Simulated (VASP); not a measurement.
# Sn4Ge: single point with PBE

The system is Sn4Ge.

```
CELL_PARAMETERS angstrom
-3.73270 3.73270 2.36077
3.73270 -3.73270 2.36077
3.73270 3.73270 -2.36077
ATOMIC_POSITIONS crystal
Sn 0.80000 0.40000 0.20000
Sn 0.40000 0.20000 0.60000
Sn 0.60000 0.80000 0.40000
Sn 0.20000 0.60000 0.80000
Ge 0.00000 0.00000 0.00000
```

- Program: VASP 6.6.1
- Task: single point
- Functional: PBE
- Potentials or basis: VASP PAW PBE potentials, release 64 (Sn_d, Ge_d)
- Cutoff: 520 eV
- k mesh: 4 × 4 × 4
- Occupations: gaussian, width 0.1 eV
- Spin: no spin polarisation

```yaml
Pressure: 0.3 GPa
Largest_force: 0.113 eV/Å
Band_gap_on_the_k_mesh: zero (bands 35 and 36 overlap by 3.44 eV)
```

Forces on the atoms (eV/Å):
```
Sn   0.006 -0.113  0.000
Sn   0.113  0.006  0.000
Sn  -0.113 -0.006  0.000
Sn  -0.006  0.113  0.000
Ge   0.000  0.000  0.000
```

Stress tensor (GPa, compression positive):
```
0.24 0.00 0.00
0.00 0.24 0.00
0.00 0.00 0.44
```

Levels at points of the mesh, in eV from the Fermi level:
| k point | band 31 | band 32 | band 33 | band 34 | band 35 | band 36 | band 37 | band 38 | band 39 | band 40 |
| --- | --- | --- | --- | --- | --- | --- | --- | --- | --- | --- |
| (0.00, 0.00, 0.00) | -2.07 | -1.62 | -1.58 | -1.58 | -0.81 | -0.68 | -0.66 | -0.66 | 1.12 | 1.12 |
| (0.50, 0.00, 0.00) | -4.66 | -2.70 | -2.52 | -0.28 | -0.14 | -0.01 | 0.04 | 2.45 | 2.68 | 2.89 |
| (0.50, 0.50, 0.00) | -3.65 | -2.15 | -2.11 | -1.95 | -1.93 | 1.66 | 2.00 | 2.11 | 2.17 | 2.49 |
| (0.50, 0.50, 0.50) | -3.65 | 0.23 | 0.78 | 0.78 | 0.98 | 1.55 | 2.05 | 2.05 | 2.09 | 2.09 |

Wall time 2.5 min on 1 thread of Intel Xeon 8259CL, on a shared host, peak memory 0.34 GiB.

Caveat: the k points lie up to 0.39 Å⁻¹ apart, too coarse for converged energies and pressures of a metal; spin-orbit coupling is left out, which moves the levels of the heavy elements.
